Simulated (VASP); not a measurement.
# TiTe2 (P-3m1) in VASP: further runs

Runs on TiTe2. Level: PBEsol. Tasks: single point.

Everything below comes from runs of VASP 6.6.1. Logs are shortened: lines on timing, memory, paths and dates and some standing lists are left out, and cuts for length are marked.

## 1. The cell of the first run

It takes space group P-3m1 (No. 164, trigonal). Conventional cell: a = 3.726 Å, b = 3.726 Å, c = 6.410 Å, α = 90.00°, β = 90.00°, γ = 120.00°. Te (site symmetry 3m) has 3 Ti at 2.73 Å within 3.6 Å. Ti (site symmetry -3m) has 6 Te at 2.73 Å within 3.6 Å.

## 2. Single point, PBEsol (volume scaled by 0.96)

INCAR reads:

```
PREC = Accurate
ENCUT = 520
EDIFF = 1E-7
ISMEAR = -1
SIGMA = 0.05
LREAL = F
LASPH = T
NELM = 60
ALGO = Normal
ISIF = 2
LWAVE = F
LCHARG = T
GGA = PS
LELF = T
LVHAR = T
NBANDS = 19
```

KPOINTS reads:

```
Automatic mesh
0
Gamma
  8 8 4
```

POSCAR reads:

```
TiTe2
1.0
    3.7259532019      0.0000000000      0.0000000000
   -1.8629766009      3.2267701262      0.0000000000
    0.0000000000      0.0000000000      6.4101784236
Te Ti
2 1
Direct
    0.3333333333      0.6666666667      0.7372000000
    0.6666666667      0.3333333333      0.2628000000
    0.0000000000      0.0000000000      0.0000000000
```

Potentials or basis: VASP PAW PBE potentials, release 64 (Te, Ti_sv).

Command:

```sh
$ cat potpaw_PBE.64/Te/POTCAR potpaw_PBE.64/Ti_sv/POTCAR > POTCAR
$ mpirun -np 1 vasp_std > vasp.out
```

OUTCAR:

```text
PREC = Accurate
   ENCUT = 520
   EDIFF = 1E-7
   ISMEAR = -1
   LREAL = F
   LASPH = T
   NELM = 60
   ISIF = 2
   GGA = PS

 ion  position               nearest neighbor table
   1  0.333  0.667  0.737-   3 2.73   3 2.73   3 2.73
   2  0.667  0.333  0.263-   3 2.73   3 2.73   3 2.73
   3  0.000  0.000  0.000-   1 2.73   2 2.73   2 2.73   1 2.73   2 2.73   1 2.73

  LATTYP: Found a hexagonal cell.
 ALAT       =     3.7259532019
 C/A-ratio  =     1.7204130262

  Lattice vectors:

 A1 = (   3.7259532019,   0.0000000000,   0.0000000000)
 A2 = (  -1.8629766009,   3.2267701262,   0.0000000000)
 A3 = (   0.0000000000,   0.0000000000,   6.4101784236)

Analysis of symmetry for initial positions (statically):
=====================================================================
 Subroutine PRICEL returns:
 Original cell was already a primitive cell.

 Routine SETGRP: Setting up the symmetry group for a
 hexagonal supercell.

 Subroutine GETGRP returns: Found 12 space group operations
 (whereof 12 operations were pure point group operations)
 out of a pool of 24 trial point group operations.

The static configuration has the point symmetry D_3d.

Analysis of symmetry for dynamics (positions and initial velocities):
=====================================================================
 Subroutine PRICEL returns:
 Original cell was already a primitive cell.

 Routine SETGRP: Setting up the symmetry group for a
 hexagonal supercell.

 Subroutine GETGRP returns: Found 12 space group operations
 (whereof 12 operations were pure point group operations)
 out of a pool of 24 trial point group operations.

The dynamic configuration has the point symmetry D_3d.

 Subroutine INISYM returns: Found 12 space group operations
 (whereof 12 operations are pure point group operations),
 and found     1 'primitive' translations

----------------------------------------------------------------------------------------

                                     Primitive cell

  volume of cell :      77.0683

  direct lattice vectors                    reciprocal lattice vectors
     3.725953202  0.000000000  0.000000000     0.268387697  0.154953709  0.000000000
    -1.862976601  3.226770126  0.000000000     0.000000000  0.309907419  0.000000000
     0.000000000  0.000000000  6.410178424     0.000000000  0.000000000  0.156001898

  length of vectors
     3.725953202  3.725953202  6.410178424     0.309907419  0.309907419  0.156001898

  position of ions in fractional coordinates (direct lattice)
     0.333333333  0.666666667  0.737200000
     0.666666667  0.333333333  0.262800000
     0.000000000  0.000000000  0.000000000

  ion indices of the primitive-cell ions
   primitive index   ion index
                 1           1
                 2           2
                 3           3

----------------------------------------------------------------------------------------

 KPOINTS: Automatic mesh

Automatic generation of k-mesh.
 Grid dimensions read from file:
 generate k-points for:    8    8    4

 Generating k-lattice:

  Cartesian coordinates                     Fractional coordinates (reciprocal lattice)
     0.033548462  0.019369214  0.000000000     0.125000000  0.000000000  0.000000000
     0.000000000  0.038738427  0.000000000     0.000000000  0.125000000  0.000000000
     0.000000000  0.000000000  0.039000474     0.000000000  0.000000000  0.250000000

  Length of vectors
     0.038738427  0.038738427  0.039000474

  Shift w.r.t. Gamma in fractional coordinates (k-lattice)
     0.000000000  0.000000000  0.000000000

 Subroutine IBZKPT returns following result:
 ===========================================

 Found     35 irreducible k-points:

 Following reciprocal coordinates:
            Coordinates               Weight
  0.000000  0.000000  0.000000      1.000000
  0.125000  0.000000  0.000000      6.000000
  0.250000  0.000000  0.000000      6.000000
  0.375000  0.000000  0.000000      6.000000
  0.500000  0.000000  0.000000      3.000000
  0.125000  0.125000  0.000000      6.000000
[... 16 lines left out ...]
 -0.125000  0.500000  0.250000     12.000000
  0.250000  0.250000  0.250000     12.000000
 [... further k-points ...]
   k-points           NKPTS =     35   k-points in BZ     NKDIM =     35   number of bands    NBANDS=     19
   number of dos      NEDOS =    301   number of ions     NIONS =      3
   total plane-waves  NPLWV =  37632
   dimension x,y,z NGX =    28 NGY =   28 NGZ =   48
   dimension x,y,z NGXF=    56 NGYF=   56 NGZF=   96
   ions per type =               2   1
   NGX,Y,Z   is equivalent  to a cutoff of  12.49, 12.49, 12.45 a.u.
   NGXF,Y,Z  is equivalent  to a cutoff of  24.99, 24.99, 24.90 a.u.
 SYSTEM =  unknown system
   PREC   = accura    normal or accurate (medium, high low for compatibility)
   ISTART =      0    job   : 0-new  1-cont  2-samecut
   ICHARG =      2    charge: 1-file 2-atom 10-const
   ISPIN  =      1    spin polarized calculation?
   LNONCOLLINEAR =      F non collinear calculations
   LSORBIT =      F    spin-orbit coupling
   LASPH  =      T    aspherical Exc in radial PAW
   ENCUT  =  520.0 eV  38.22 Ry    6.18 a.u.   6.93  6.93 11.92*2*pi/ulx,y,z
   NELM   =     60;   NELMIN=  2; NELMDL= -5     # of ELM steps
   EDIFF  = 0.1E-06   stopping-criterion for ELM
   LREAL  =      F    real-space projection
   EDIFFG = 0.1E-05   stopping-criterion for IOM
   NSW    =      0    number of steps for IOM
   IBRION =     -1    ionic relax: 0-MD 1-quasi-New 2-CG
   NFREE  =      0    steps in history (QN), initial steepest desc. (CG)
   ISIF   =      2    stress and relaxation
   ISYM   =      2    0-nonsym 1-usesym 2-fastsym
   POTIM  = 0.5000    time-step for ionic-motion
   TEBEG  =    0.0;   TEEND  =   0.0 temperature during run
   PSTRESS=    0.0 pullay stress
   NELECT =      24.0000    total number of electrons
   NUPDOWN=      -1.0000    fix difference up-down
   EMIN   =  10.00;   EMAX   =-10.00  energy-range for DOS
   EFERMI =   0.00;   METHOD = LEGACY
   ISMEAR =    -1;   SIGMA  =   0.05  broadening in eV -4-tet -1-fermi 0-gaus
   EFERMI_NEDOS =   21; number of points for ismear=-14 and -15
   IALGO  =     38    algorithm
   IMIX   =      4    mixing-type and parameters
     AMIX     =   0.40;   BMIX     =  1.00
     AMIX_MAG =   1.60;   BMIX_MAG =  1.00
  volume/ion in A,a.u.               =      25.69       173.36
  Fermi-wavevector in a.u.,A,eV,Ry     =   1.109652  2.096938 16.753223  1.231327
  Thomas-Fermi vector in A             =   2.246194
   LORBIT       =      0    0 simple, 1 ext, 2 COOP (PROOUT), +10 PAW based schemes
   GGA     = PS    functional components
   LHFCALC =     F    Hartree Fock is set to
   AEXX    =    0.0000 exact exchange contribution
   IVDW    =     0    specifies the selected vdW correction
   LEPSILON=     F    determine dielectric tensor
   LRPA    =     F    only Hartree local field effects (RPA)
 non-spin polarized calculation
  energy-cutoff  :      520.00
  volume of cell :       77.07
 maximum number of plane-waves:      2094
   NGX = 13   NGY = 13   NGZ = 23

 number of electron      23.9999998 magnetization

 Free energy of the ion-electron system (eV)
  ---------------------------------------------------
  ext. energy  EPLUGINS =         0.00000000
  ---------------------------------------------------
  free energy    TOTEN  =       -17.54159928 eV

  energy without entropy =      -17.53006814  energy(sigma->0) =      -17.53583371

 E-fermi :   7.1513     XC(G=0): -10.1889

 val. band max:        7.1446562185   @ k =   0.1250   0.0000   0.2500
 cond. band min:       7.1767956842   @ k =   0.5000   0.0000   0.0000
 fundamental gap:      0.0321394657
 Fermi energy:         7.1512895301

 k-point     1 :       0.0000    0.0000    0.0000
  band No.  band energies     occupation
      1     -49.9663      2.00000
      2     -26.3322      2.00000
      3     -26.3322      2.00000
      4     -26.3072      2.00000
      5      -5.4844      2.00000
      6      -3.8480      2.00000
[... 11 lines left out ...]
     18      12.2972      0.00000
     19      13.3763      0.00000

 k-point     2 :       0.1250    0.0000    0.0000
  band No.  band energies     occupation
      1     -49.9658      2.00000
      2     -26.3399      2.00000
      3     -26.3339      2.00000
      4     -26.3054      2.00000
      5      -5.3013      2.00000
      6      -3.7552      2.00000
[... 11 lines left out ...]
     18      13.2383      0.00000
     19      14.1408      0.00000

 k-point     3 :       0.2500    0.0000    0.0000
  band No.  band energies     occupation
      1     -49.9644      2.00000
      2     -26.3583      2.00000
      3     -26.3381      2.00000
      4     -26.3010      2.00000
      5      -4.7878      2.00000
      6      -3.5227      2.00000
[... 11 lines left out ...]
     18      12.9561      0.00000
     19      13.8010      0.00000

 k-point     4 :       0.3750    0.0000    0.0000
  band No.  band energies     occupation
      1     -49.9630      2.00000
      2     -26.3766      2.00000
      3     -26.3423      2.00000
      4     -26.2965      2.00000
      5      -4.0827      2.00000
      6      -3.3188      2.00000
[... 11 lines left out ...]
     18      12.7415      0.00000
     19      12.9403      0.00000

 k-point     5 :       0.5000    0.0000    0.0000
  band No.  band energies     occupation
      1     -49.9624      2.00000
      2     -26.3842      2.00000
      3     -26.3440      2.00000
      4     -26.2947      2.00000
      5      -3.5739      2.00000
      6      -3.3767      2.00000
[... 11 lines left out ...]
     18      12.5504      0.00000
     19      12.8178      0.00000

 k-point     6 :       0.1250    0.1250    0.0000
  band No.  band energies     occupation
      1     -49.9648      2.00000
      2     -26.3520      2.00000
      3     -26.3378      2.00000
      4     -26.3023      2.00000
      5      -4.9523      2.00000
      6      -3.5907      2.00000
[... 11 lines left out ...]
     18      14.1976      0.00000
     19      14.2739      0.00000

 k-point     7 :       0.2500    0.1250    0.0000
  band No.  band energies     occupation
      1     -49.9634      2.00000
      2     -26.3685      2.00000
      3     -26.3438      2.00000
      4     -26.2978      2.00000
      5      -4.3363      2.00000
      6      -3.3574      2.00000
[... 11 lines left out ...]
     18      12.9249      0.00000
     19      13.7627      0.00000

 k-point     8 :       0.3750    0.1250    0.0000
  band No.  band energies     occupation
      1     -49.9624      2.00000
      2     -26.3800      2.00000
      3     -26.3482      2.00000
      4     -26.2947      2.00000
      5      -3.6819      2.00000
      6      -3.2766      2.00000
[... 256 lines left out ...]
 k-point    20 :       0.2500    0.1250    0.2500
  band No.  band energies     occupation
      1     -49.9634      2.00000
      2     -26.3685      2.00000
      3     -26.3439      2.00000
      4     -26.2979      2.00000
      5      -4.2339      2.00000
      6      -3.4967      2.00000
[... 11 lines left out ...]
     18      12.7018      0.00000
     19      13.5502      0.00000

 k-point    21 :      -0.1250    0.3750    0.2500
  band No.  band energies     occupation
      1     -49.9634      2.00000
      2     -26.3685      2.00000
      3     -26.3439      2.00000
      4     -26.2979      2.00000
      5      -4.1940      2.00000
      6      -3.5566      2.00000
[... 11 lines left out ...]
     18      12.7122      0.00000
     19      13.8301      0.00000

 k-point    22 :       0.3750    0.1250    0.2500
  band No.  band energies     occupation
      1     -49.9624      2.00000
      2     -26.3799      2.00000
      3     -26.3482      2.00000
      4     -26.2947      2.00000
      5      -3.6808      2.00000
      6      -3.2583      2.00000
[... 11 lines left out ...]
     18      12.4323      0.00000
     19      13.2008      0.00000

 k-point    23 :      -0.1250    0.5000    0.2500
  band No.  band energies     occupation
      1     -49.9624      2.00000
      2     -26.3799      2.00000
      3     -26.3482      2.00000
      4     -26.2947      2.00000
      5      -3.5763      2.00000
      6      -3.3851      2.00000
[... 11 lines left out ...]
     18      12.0642      0.00000
     19      13.5367      0.00000

 k-point    24 :       0.2500    0.2500    0.2500
  band No.  band energies     occupation
      1     -49.9624      2.00000
      2     -26.3741      2.00000
      3     -26.3541      2.00000
      4     -26.2948      2.00000
      5      -3.6783      2.00000
      6      -3.2930      2.00000
[... 11 lines left out ...]
     18      12.4474      0.00000
     19      13.3217      0.00000

 [... further k-points ...]
[... 5 lines left out ...]
  --------------------------------------------------------------------------------------
  -------------------------------------------------------------------------------------
  Total        0.0660312      0.0660312      0.4952409      0.0000000     -0.0000000      0.0000000
  in kB        1.3727278      1.3727278     10.2955968      0.0000000     -0.0000000      0.0000000
  external PRESSURE =       4.3470175 kB  Pullay stress =       0.0000000 kB

 VOLUME and BASIS-vectors are now :
 -----------------------------------------------------------------------------
  energy-cutoff  :      520.00
  volume of cell :       77.07
      direct lattice vectors                 reciprocal lattice vectors
     3.725953202  0.000000000  0.000000000     0.268387697  0.154953709  0.000000000
    -1.862976601  3.226770126  0.000000000     0.000000000  0.309907419  0.000000000
     0.000000000  0.000000000  6.410178424     0.000000000  0.000000000  0.156001898

 POSITION                                       TOTAL-FORCE (eV/Angst)
 -----------------------------------------------------------------------------------
     -0.00000      2.15118      4.72558         0.000000     -0.000000     -0.246100
      1.86298      1.07559      1.68459        -0.000000      0.000000      0.246100
      0.00000      0.00000      0.00000         0.000000      0.000000      0.000000
 -----------------------------------------------------------------------------------
    total drift:                                0.000000     -0.000000     -0.000000

  FREE ENERGIE OF THE ION-ELECTRON SYSTEM (eV)
  ---------------------------------------------------
  free  energy   TOTEN  =       -17.5415992769 eV

  energy  without entropy=      -17.5300681364  energy(sigma->0) =      -17.53583371
```

Run time: 79 s. Hardware: 1 thread of Intel Xeon Platinum 8488C (Sapphire Rapids), shared host; peak memory 0.21 GiB.

Results:

| Quantity | Value |
| --- | --- |
| Free energy | -17.5416 eV |
| Pressure | 0.4 GPa |
| Largest force | 0.246 eV/Å |
| Band gap on the k mesh | zero (band 12 reaches 7.57 eV, above the bottom of band 13 at 6.83 eV) |

Forces in eV/Å, atoms in the order of the input:
```
Te   0.000  0.000 -0.246
Te   0.000  0.000  0.246
Ti   0.000  0.000  0.000
```

Stress tensor (GPa, compression positive):
```
0.14 0.00 0.00
0.00 0.14 0.00
0.00 0.00 1.03
```

Caveat: the PAW data sets were made with another functional, which shifts forces and pressure a little; spin-orbit coupling is left out, which moves the levels of the heavy elements; this functional lacks dispersion, which binds the layers, so the pressure and a relaxed spacing across them are unreliable.

## 3. Single point, PBEsol (volume scaled by 0.98)

INCAR reads:

```
SYSTEM = TiTe2
PREC = Accurate
ENCUT = 520
EDIFF = 1E-7
ISMEAR = -1
SIGMA = 0.05
LREAL = .False.
LASPH = .True.
NELM = 80
ALGO = Normal
ISIF = 2
LWAVE = .False.
LCHARG = .True.
GGA = PS
LELF = .True.
LVHAR = .True.
NBANDS = 19
```

KPOINTS reads:

```
Automatic mesh
0
Gamma
  8 8 4
  0 0 0
```

POSCAR reads:

```
TiTe2
1.0
    3.7516502429      0.0000000000      0.0000000000
   -1.8758251215      3.2490244165      0.0000000000
    0.0000000000      0.0000000000      6.4543879477
Te Ti
2 1
Direct
    0.3333333333      0.6666666667      0.7372000000
    0.6666666667      0.3333333333      0.2628000000
    0.0000000000      0.0000000000      0.0000000000
```

Potentials or basis: VASP PAW PBE potentials, release 64 (Te, Ti_sv).

Command:

```sh
$ cat potpaw_PBE.64/Te/POTCAR potpaw_PBE.64/Ti_sv/POTCAR > POTCAR
$ mpirun -np 1 vasp_std > vasp.out
```

Run time: 66 s. Hardware: 1 thread of Intel Xeon Platinum 8488C (Sapphire Rapids), shared host; peak memory 0.21 GiB.

Results (log left out):

```yaml
Free_energy: -17.5390 eV
Pressure: -1.0 GPa
Largest_force: 0.062 eV/Å
Band_gap_on_the_k_mesh: zero (band 12 reaches 7.32 eV, above the bottom of band 13 at 6.60 eV)
```

Forces in eV/Å, atoms in the order of the input:
```
Te   0.000  0.000 -0.062
Te   0.000  0.000  0.062
Ti   0.000  0.000  0.000
```

Stress tensor (GPa, compression positive):
```
-1.22  0.00  0.00
 0.00 -1.22  0.00
 0.00  0.00 -0.47
```

Levels at points of the mesh, in eV from the Fermi level:
```
           k point  band 10  band 11  band 12  band 13  band 14  band 15
(0.00, 0.00, 0.00)     0.34     0.41     0.41     0.66     1.16     1.16
(0.50, 0.00, 0.00)    -2.43    -1.75    -1.12     0.03     1.20     1.53
(0.00, 0.00, 0.50)    -1.61     0.40     0.40     0.83     0.83     1.08
(0.50, 0.00, 0.50)    -2.04    -0.94    -0.58    -0.30     1.20     1.51
```

Caveat: the PAW data sets were made with another functional, which shifts forces and pressure a little; spin-orbit coupling is left out, which moves the levels of the heavy elements; this functional lacks dispersion, which binds the layers, so the pressure and a relaxed spacing across them are unreliable.

## 4. Single point, PBEsol (volume scaled by 1.04)

INCAR reads:

```
SYSTEM = TiTe2
ALGO = Normal
EDIFF = 1E-6
ENCUT = 520
GGA = PS
ISIF = 2
ISMEAR = -1
LASPH = .TRUE.
LCHARG = .FALSE.
LREAL = .FALSE.
LWAVE = .FALSE.
NBANDS = 19
NELM = 60
PREC = Accurate
SIGMA = 0.05
```

KPOINTS reads:

```
k-points
0
G
  8 8 4
  0 0 0
```

POSCAR reads:

```
TiTe2
1.0
    3.8267030682      0.0000000000      0.0000000000
   -1.9133515341      3.3140220698      0.0000000000
    0.0000000000      0.0000000000      6.5835098060
Te Ti
2 1
Direct
    0.3333333333      0.6666666667      0.7372000000
    0.6666666667      0.3333333333      0.2628000000
    0.0000000000      0.0000000000      0.0000000000
```

Command:

```sh
$ cat potpaw_PBE.64/Te/POTCAR potpaw_PBE.64/Ti_sv/POTCAR > POTCAR
$ mpirun -np 1 vasp_std > vasp.out
```

It took 56 s on 1 thread of Intel Xeon Platinum 8488C (Sapphire Rapids), shared host; peak memory 0.22 GiB.

It converged, with:

```yaml
Free_energy: -17.4565 eV
Pressure: -4.4 GPa
Largest_force: 0.419 eV/Å
Band_gap_on_the_k_mesh: zero (band 12 reaches 6.60 eV, above the bottom of band 13 at 5.98 eV)
```

Forces in eV/Å, atoms in the order of the input:
```
Te   0.000  0.000  0.419
Te   0.000  0.000 -0.419
Ti   0.000  0.000  0.000
```

Stress tensor (GPa, compression positive):
```
-4.51  0.00  0.00
 0.00 -4.51  0.00
 0.00  0.00 -4.16
```

Levels at points of the mesh, in eV from the Fermi level:
```tsv
k point	band 9	band 10	band 11	band 12	band 13	band 14	band 15	band 16
(0.00, 0.00, 0.00)	-1.60	0.35	0.39	0.39	0.53	1.00	1.00	2.93
(0.50, 0.00, 0.00)	-2.59	-2.29	-1.66	-1.09	0.03	1.09	1.39	2.33
(0.00, 0.00, 0.50)	-1.53	-1.53	0.38	0.38	0.71	0.71	0.94	3.33
(0.50, 0.00, 0.50)	-2.29	-1.93	-0.96	-0.59	-0.23	1.09	1.37	2.52
```

Caveat: the PAW data sets were made with another functional, which shifts forces and pressure a little; spin-orbit coupling is left out, which moves the levels of the heavy elements; this functional lacks dispersion, which binds the layers, so the pressure and a relaxed spacing across them are unreliable.

## 5. Overview

```csv
cell,gap on the mesh (eV),pressure (GPa),largest force (eV/Å)
"a = 3.726, b = 3.726, c = 6.410 Å, angles 90.0, 90.0, 120.0°, 3 atoms",none,0.4,0.25
"a = 3.752, b = 3.752, c = 6.454 Å, angles 90.0, 90.0, 120.0°, 3 atoms",none,-1.0,0.06
"a = 3.827, b = 3.827, c = 6.584 Å, angles 90.0, 90.0, 120.0°, 3 atoms",none,-4.4,0.42
```

Alike in all rows: task single point; level PBEsol; potentials or basis VASP PAW PBE potentials, release 64 (Te, Ti_sv); no spin polarisation; k mesh 8 × 8 × 4; cutoff (eV) 520; smearing fermi-dirac 0.05 eV.

Caveats: the PAW data sets were made with another functional, which shifts forces and pressure a little; spin-orbit coupling is left out, which moves the levels of the heavy elements; this functional lacks dispersion, which binds the layers, so the pressure and a relaxed spacing across them are unreliable.

Absolute energies hang on the potentials; compare differences alone.
